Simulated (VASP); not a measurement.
TiCl2F, 4 atoms in the cell. Symmetry: P-6m2, No. 187, hexagonal system. Conventional cell: a = 4.144 Å, b = 4.144 Å, c = 5.560 Å, α = 90.00°, β = 90.00°, γ = 120.00°. Within 3.2 Å of Ti (site symmetry -6m2) lie 3 Cl at 2.39 Å and 3 F at 2.39 Å. Cl (site symmetry -6m2) has 2 F at 2.78 Å and 6 Cl at 3.67 Å and 6 Ti at 3.67 Å within 3.7 Å. Cl (site symmetry -6m2) has 3 F at 2.39 Å and 3 Ti at 2.39 Å within 3.2 Å. F (site symmetry -6m2) has 5 Cl at 2.39 to 2.78 Å and 3 Ti at 2.39 Å within 3.2 Å. 

```yaml
Program: VASP 6.6.1
Task: single point
Functional: PBE
Potentials_or_basis: VASP PAW PBE potentials, release 64 (Ti_sv, Cl, F)
Cutoff: 520 eV
k_mesh: 12 × 12 × 8
Occupations: gaussian, width 0.1 eV
Spin: collinear spin, ferromagnetic start
Starting_moments: "[1.02, 0.0, 0.0, 0.0] μB"
Dipole_correction: no
Further_INCAR_settings: ALGO = Normal; EDIFF = 1e-06; NBANDS = 28
```

Potentials or basis: VASP PAW PBE potentials, release 64 (Ti_sv, Cl, F).

Run with:

```bash
$ cat potpaw_PBE.64/Ti_sv/POTCAR potpaw_PBE.64/Cl/POTCAR potpaw_PBE.64/F/POTCAR > POTCAR
$ mpirun -np 1 vasp_std > vasp.out
```

Hardware: 1 thread of Intel(R) Xeon(R) Platinum 8488C (Sapphire Rapids), with other jobs on the host.

Question: How long does it take, and how much memory?

Answer: Run time: 4.8 min on 1 thread of Intel(R) Xeon(R) Platinum 8488C (Sapphire Rapids), on a shared host, peak memory 0.46 GiB. Counts: scf iterations 17, k points 95.
